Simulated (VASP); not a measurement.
## Tl: single point with PBEsol

Tl:

```
CELL_PARAMETERS angstrom
-1.03580 2.07160 2.07160
2.07160 -1.03580 2.07160
2.07160 2.07160 -1.03580
ATOMIC_POSITIONS crystal
Tl 0.00000 0.00000 0.00000
```

This cell differs from its parent crystal: ratio of the length along [111] to the lengths across it x 0.5, volume and fractional coordinates fixed.

```json
{
  "Program": "VASP 6.6.1",
  "Task": "single point",
  "Functional": "PBEsol",
  "Potentials or basis": "VASP PAW PBE potentials, release 64 (Tl_d)",
  "Cutoff": "520 eV",
  "k mesh": "18 × 18 × 18",
  "Occupations": "gaussian, width 0.15 eV",
  "Spin": "no spin polarisation"
}
```

```json
{"Pressure": "1.1 GPa"}
```

Levels at points of the mesh, in eV from the Fermi level:
```
           k point  band 2  band 3  band 4  band 5  band 6  band 7  band 8  band 9  band 10  band 11
(0.00, 0.00, 0.00)  -12.32  -11.11  -11.11  -11.11  -10.05    7.10    7.10    7.10    10.18    11.83
(0.50, 0.00, 0.00)  -11.70  -11.46  -11.46  -11.07   -6.41   -3.26   10.16   10.16    11.96    12.20
(0.50, 0.50, 0.00)  -11.94  -11.41  -11.41  -10.75   -3.30   -0.57   -0.57    4.74    13.91    14.46
(0.50, 0.50, 0.50)  -11.92  -11.92  -10.73  -10.73   -0.04    2.08    2.08    2.08     7.06     8.19
```

Run time: 20 s on 1 thread of Intel(R) Xeon(R) Platinum 8488C (Sapphire Rapids), with other jobs on the host, peak memory 0.19 GiB.

Caveat: the PAW data sets were made with another functional, which shifts forces and pressure a little; spin-orbit coupling is left out, which moves the levels of the heavy elements.
